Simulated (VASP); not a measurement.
# Hf (P6_3/mmc) in VASP: further runs

Runs on Hf. Level: PBEsol. Tasks: single point, relaxation of cell and atoms.

Program: VASP 6.6.1. These are calculated values, not measurements. Logs are shortened: lines on timing, memory, paths and dates and some standing lists are left out, and cuts for length are marked.

## (1) The cell of the first run

Symmetry: P6_3/mmc, No. 194, hexagonal system. The conventional cell has a = 3.160 Å, b = 3.160 Å, c = 4.996 Å, α = 90.00°, β = 90.00°, γ = 120.00°. Within 4.1 Å of Hf (site symmetry -6m2) lie 12 Hf at 3.09 to 3.16 Å.

## (2) Single point, PBEsol

File INCAR:

```
PREC     = Accurate       # precision mode
ENCUT    = 520            # plane-wave cutoff, eV
EDIFF    = 1E-6           # SCF threshold, eV
ISMEAR   = 0              # smearing method
SIGMA    = 0.1            # smearing width, eV
LREAL    = False          # projectors in reciprocal space
LASPH    = True           # aspherical terms in the spheres
NELM     = 80             # most SCF steps
ALGO     = Normal         # electronic algorithm
ISIF     = 2              # what is computed and relaxed
LWAVE    = False          # write WAVECAR
LCHARG   = False          # write CHGCAR
GGA      = PS             # functional
NBANDS   = 17             # bands
```

File KPOINTS:

```
Automatic mesh
0
Gamma
  15 15 8
```

File POSCAR:

```
Hf
1.0
    3.1601964166      0.0000000000      0.0000000000
   -1.5800982083      2.7368103777      0.0000000000
    0.0000000000      0.0000000000      4.9961644649
Hf
2
Direct
    0.3333333333      0.6666666667      0.2500000000
    0.6666666667      0.3333333333      0.7500000000
```

Potentials or basis: VASP PAW PBE potentials, release 64 (Hf_pv).

Started as:

```bash
cat potpaw_PBE.64/Hf_pv/POTCAR > POTCAR
mpirun -np 1 vasp_std > vasp.out
```

OUTCAR:

```text
PREC = Accurate
   ENCUT = 520
   EDIFF = 1E-6
   ISMEAR = 0
   LREAL = False
   LASPH = True
   NELM = 80
   ISIF = 2
   GGA = PS

 ion  position               nearest neighbor table
   1  0.333  0.667  0.250-   2 3.09   2 3.09   2 3.09   2 3.09   2 3.09   2 3.09
   2  0.667  0.333  0.750-   1 3.09   1 3.09   1 3.09   1 3.09   1 3.09   1 3.09

  LATTYP: Found a hexagonal cell.
 ALAT       =     3.1601964166
 C/A-ratio  =     1.5809664357

  Lattice vectors:

 A1 = (   3.1601964166,   0.0000000000,   0.0000000000)
 A2 = (  -1.5800982083,   2.7368103777,   0.0000000000)
 A3 = (   0.0000000000,   0.0000000000,   4.9961644649)

Analysis of symmetry for initial positions (statically):
=====================================================================
 Subroutine PRICEL returns:
 Original cell was already a primitive cell.

 Routine SETGRP: Setting up the symmetry group for a
 hexagonal supercell.

 Subroutine GETGRP returns: Found 24 space group operations
 (whereof 12 operations were pure point group operations)
 out of a pool of 24 trial point group operations.

The static configuration has the point symmetry D_3d.
 The point group associated with its full space group is D_6h.

Analysis of symmetry for dynamics (positions and initial velocities):
=====================================================================
 Subroutine PRICEL returns:
 Original cell was already a primitive cell.

 Routine SETGRP: Setting up the symmetry group for a
 hexagonal supercell.

 Subroutine GETGRP returns: Found 24 space group operations
 (whereof 12 operations were pure point group operations)
 out of a pool of 24 trial point group operations.

The dynamic configuration has the point symmetry D_3d.
 The point group associated with its full space group is D_6h.

 Subroutine INISYM returns: Found 24 space group operations
 (whereof 12 operations are pure point group operations),
 and found     1 'primitive' translations

----------------------------------------------------------------------------------------

                                     Primitive cell

  volume of cell :      43.2111

  direct lattice vectors                    reciprocal lattice vectors
     3.160196417  0.000000000  0.000000000     0.316436027  0.182694426  0.000000000
    -1.580098208  2.736810378  0.000000000     0.000000000  0.365388851  0.000000000
     0.000000000  0.000000000  4.996164465     0.000000000  0.000000000  0.200153539

  length of vectors
     3.160196417  3.160196417  4.996164465     0.365388851  0.365388851  0.200153539

  position of ions in fractional coordinates (direct lattice)
     0.333333333  0.666666667  0.250000000
     0.666666667  0.333333333  0.750000000

  ion indices of the primitive-cell ions
   primitive index   ion index
                 1           1
                 2           2

----------------------------------------------------------------------------------------

 KPOINTS: Automatic mesh

Automatic generation of k-mesh.
 Grid dimensions read from file:
 generate k-points for:   15   15    8

 Generating k-lattice:

  Cartesian coordinates                     Fractional coordinates (reciprocal lattice)
     0.021095735  0.012179628  0.000000000     0.066666667  0.000000000  0.000000000
     0.000000000  0.024359257  0.000000000     0.000000000  0.066666667  0.000000000
     0.000000000  0.000000000  0.025019192     0.000000000  0.000000000  0.125000000

  Length of vectors
     0.024359257  0.024359257  0.025019192

  Shift w.r.t. Gamma in fractional coordinates (k-lattice)
     0.000000000  0.000000000  0.000000000

 Subroutine IBZKPT returns following result:
 ===========================================

 Found    135 irreducible k-points:

 Following reciprocal coordinates:
            Coordinates               Weight
  0.000000  0.000000  0.000000      1.000000
  0.066667  0.000000  0.000000      6.000000
  0.133333 -0.000000  0.000000      6.000000
  0.200000  0.000000  0.000000      6.000000
  0.266667 -0.000000  0.000000      6.000000
  0.333333  0.000000  0.000000      6.000000
[... 16 lines left out ...]
  0.333333  0.200000  0.000000     12.000000
  0.400000  0.200000  0.000000      6.000000
 [... further k-points ...]
   k-points           NKPTS =    135   k-points in BZ     NKDIM =    135   number of bands    NBANDS=     17
   number of dos      NEDOS =    301   number of ions     NIONS =      2
   total plane-waves  NPLWV =  23040
   dimension x,y,z NGX =    24 NGY =   24 NGZ =   40
   dimension x,y,z NGXF=    48 NGYF=   48 NGZF=   80
   ions per type =               2
   NGX,Y,Z   is equivalent  to a cutoff of  12.63, 12.63, 13.31 a.u.
   NGXF,Y,Z  is equivalent  to a cutoff of  25.25, 25.25, 26.62 a.u.
 SYSTEM =  unknown system
   PREC   = accura    normal or accurate (medium, high low for compatibility)
   ISTART =      0    job   : 0-new  1-cont  2-samecut
   ICHARG =      2    charge: 1-file 2-atom 10-const
   ISPIN  =      1    spin polarized calculation?
   LNONCOLLINEAR =      F non collinear calculations
   LSORBIT =      F    spin-orbit coupling
   LASPH  =      T    aspherical Exc in radial PAW
   ENCUT  =  520.0 eV  38.22 Ry    6.18 a.u.   5.88  5.88  9.29*2*pi/ulx,y,z
   NELM   =     80;   NELMIN=  2; NELMDL= -5     # of ELM steps
   EDIFF  = 0.1E-05   stopping-criterion for ELM
   LREAL  =      F    real-space projection
   EDIFFG = 0.1E-04   stopping-criterion for IOM
   NSW    =      0    number of steps for IOM
   IBRION =     -1    ionic relax: 0-MD 1-quasi-New 2-CG
   NFREE  =      0    steps in history (QN), initial steepest desc. (CG)
   ISIF   =      2    stress and relaxation
   ISYM   =      2    0-nonsym 1-usesym 2-fastsym
   POTIM  = 0.5000    time-step for ionic-motion
   TEBEG  =    0.0;   TEEND  =   0.0 temperature during run
   PSTRESS=    0.0 pullay stress
   NELECT =      20.0000    total number of electrons
   NUPDOWN=      -1.0000    fix difference up-down
   EMIN   =  10.00;   EMAX   =-10.00  energy-range for DOS
   EFERMI =   0.00;   METHOD = LEGACY
   ISMEAR =     0;   SIGMA  =   0.10  broadening in eV -4-tet -1-fermi 0-gaus
   EFERMI_NEDOS =   21; number of points for ismear=-14 and -15
   IALGO  =     38    algorithm
   IMIX   =      4    mixing-type and parameters
     AMIX     =   0.40;   BMIX     =  1.00
     AMIX_MAG =   1.60;   BMIX_MAG =  1.00
  volume/ion in A,a.u.               =      21.61       145.80
  Fermi-wavevector in a.u.,A,eV,Ry     =   1.266348  2.393050 21.818802  1.603637
  Thomas-Fermi vector in A             =   2.399553
   LORBIT       =      0    0 simple, 1 ext, 2 COOP (PROOUT), +10 PAW based schemes
   GGA     = PS    functional components
   LHFCALC =     F    Hartree Fock is set to
   AEXX    =    0.0000 exact exchange contribution
   IVDW    =     0    specifies the selected vdW correction
   LEPSILON=     F    determine dielectric tensor
   LRPA    =     F    only Hartree local field effects (RPA)
 non-spin polarized calculation
 Gauss-broadening in eV      SIGMA  =   0.10
  energy-cutoff  :      520.00
  volume of cell :       43.21
 maximum number of plane-waves:      1194
 NGX is ok and might be reduce to    24
   NGX = 11   NGY = 11   NGZ = 19

 number of electron      19.9999996 magnetization

 Free energy of the ion-electron system (eV)
  ---------------------------------------------------
  ext. energy  EPLUGINS =         0.00000000
  ---------------------------------------------------
  free energy    TOTEN  =       -21.01007726 eV

  energy without entropy =      -21.00263416  energy(sigma->0) =      -21.00635571

 E-fermi :   5.0074     XC(G=0): -11.5516

 val. band max:        4.9874780826   @ k =   0.0667   0.0667   0.1250
 cond. band min:       5.0204028090   @ k =   0.0667   0.0000   0.5000
 fundamental gap:      0.0329247263
 Fermi energy:         5.0074469046

 k-point     1 :       0.0000    0.0000    0.0000
  band No.  band energies     occupation
      1     -26.0109      2.00000
      2     -25.1685      2.00000
      3     -25.1685      2.00000
      4     -25.0285      2.00000
      5     -25.0242      2.00000
      6     -25.0242      2.00000
[... 9 lines left out ...]
     16       7.6854      0.00000
     17      10.5149      0.00000

 k-point     2 :       0.0667    0.0000    0.0000
  band No.  band energies     occupation
      1     -25.9979      2.00000
      2     -25.1965      2.00000
      3     -25.1779      2.00000
      4     -25.0539      2.00000
      5     -25.0344      2.00000
      6     -25.0278      2.00000
[... 9 lines left out ...]
     16       7.5485      0.00000
     17      10.6286      0.00000

 k-point     3 :       0.1333   -0.0000    0.0000
  band No.  band energies     occupation
      1     -25.9599      2.00000
      2     -25.2758      2.00000
      3     -25.2040      2.00000
      4     -25.1364      2.00000
      5     -25.0525      2.00000
      6     -25.0387      2.00000
[... 9 lines left out ...]
     16       7.5340      0.00000
     17      10.8921      0.00000

 k-point     4 :       0.2000    0.0000    0.0000
  band No.  band energies     occupation
      1     -25.9002      2.00000
      2     -25.3926      2.00000
      3     -25.2538      2.00000
      4     -25.2410      2.00000
      5     -25.0826      2.00000
      6     -25.0558      2.00000
[... 9 lines left out ...]
     16       8.1310      0.00000
     17      11.1796      0.00000
[... 343 lines left out ...]
      1     -25.6702      2.00000
      2     -25.6381      2.00000
      3     -25.5916      2.00000
      4     -25.3868      2.00000
      5     -25.2458      2.00000
      6     -25.2298      2.00000
[... 9 lines left out ...]
     16      11.1920      0.00000
     17      11.5568      0.00000

 k-point    23 :       0.3333    0.2000    0.0000
  band No.  band energies     occupation
      1     -25.7280      2.00000
      2     -25.5925      2.00000
      3     -25.5650      2.00000
      4     -25.4501      2.00000
      5     -25.3023      2.00000
      6     -25.2599      2.00000
[... 9 lines left out ...]
     16      11.1744      0.00000
     17      12.1364      0.00000

 k-point    24 :       0.4000    0.2000    0.0000
  band No.  band energies     occupation
      1     -25.7481      2.00000
      2     -25.5850      2.00000
      3     -25.5295      2.00000
      4     -25.4808      2.00000
      5     -25.3320      2.00000
      6     -25.2702      2.00000
[... 9 lines left out ...]
     16      11.1673      0.00000
     17      11.6630      0.00000

 [... further k-points ...]

------------------------ aborting loop because EDIFF is reached ----------------------------------------

  FORCE on cell =-STRESS in cart. coord.  units (eV):
  Direction    XX          YY          ZZ          XY          YZ          ZX
  --------------------------------------------------------------------------------------
  -------------------------------------------------------------------------------------
  Total       -0.0864725     -0.0864725     -0.1215494      0.0000000      0.0000000      0.0000000
  in kB       -3.2062175     -3.2062175     -4.5067962      0.0000000      0.0000000      0.0000000
  external PRESSURE =      -3.6397437 kB  Pullay stress =       0.0000000 kB

 VOLUME and BASIS-vectors are now :
 -----------------------------------------------------------------------------
  energy-cutoff  :      520.00
  volume of cell :       43.21
      direct lattice vectors                 reciprocal lattice vectors
     3.160196417  0.000000000  0.000000000     0.316436027  0.182694426  0.000000000
    -1.580098208  2.736810378  0.000000000     0.000000000  0.365388851  0.000000000
     0.000000000  0.000000000  4.996164465     0.000000000  0.000000000  0.200153539

 POSITION                                       TOTAL-FORCE (eV/Angst)
 -----------------------------------------------------------------------------------
     -0.00000      1.82454      1.24904        -0.000000      0.000000      0.000000
      1.58010      0.91227      3.74712         0.000000     -0.000000      0.000000
 -----------------------------------------------------------------------------------
    total drift:                                0.000000     -0.000000      0.000000

  FREE ENERGIE OF THE ION-ELECTRON SYSTEM (eV)
  ---------------------------------------------------
  free  energy   TOTEN  =       -21.0100772601 eV

  energy  without entropy=      -21.0026341580  energy(sigma->0) =      -21.00635571
```

Wall time 72 s (1 thread of Intel Xeon Platinum 8488C (Sapphire Rapids), shared host); peak memory 0.21 GiB.

Results:

| Item | Value |
| --- | --- |
| Free energy | -21.0101 eV |
| Pressure | -0.4 GPa |
| Band gap on the k mesh | zero (bands 10 and 11 overlap by 1.61 eV) |

Stress tensor (GPa, compression positive):
```
-0.32  0.00  0.00
 0.00 -0.32  0.00
 0.00  0.00 -0.45
```

Levels at points of the mesh, in eV from the Fermi level:
| k point | band 7 | band 8 | band 9 | band 10 | band 11 | band 12 | band 13 | band 14 |
| --- | --- | --- | --- | --- | --- | --- | --- | --- |
| (0.00, 0.00, 0.00) | -7.51 | -3.83 | 0.80 | 1.17 | 1.17 | 1.47 | 2.03 | 2.03 |
| (0.00, 0.00, 0.50) | -5.46 | -5.46 | 0.13 | 0.13 | 1.05 | 1.05 | 1.05 | 1.05 |

Caveat: the PAW data sets were made with another functional, which shifts forces and pressure a little; spin-orbit coupling is left out, which moves the levels of the heavy elements.

[end of part 1 of 2]
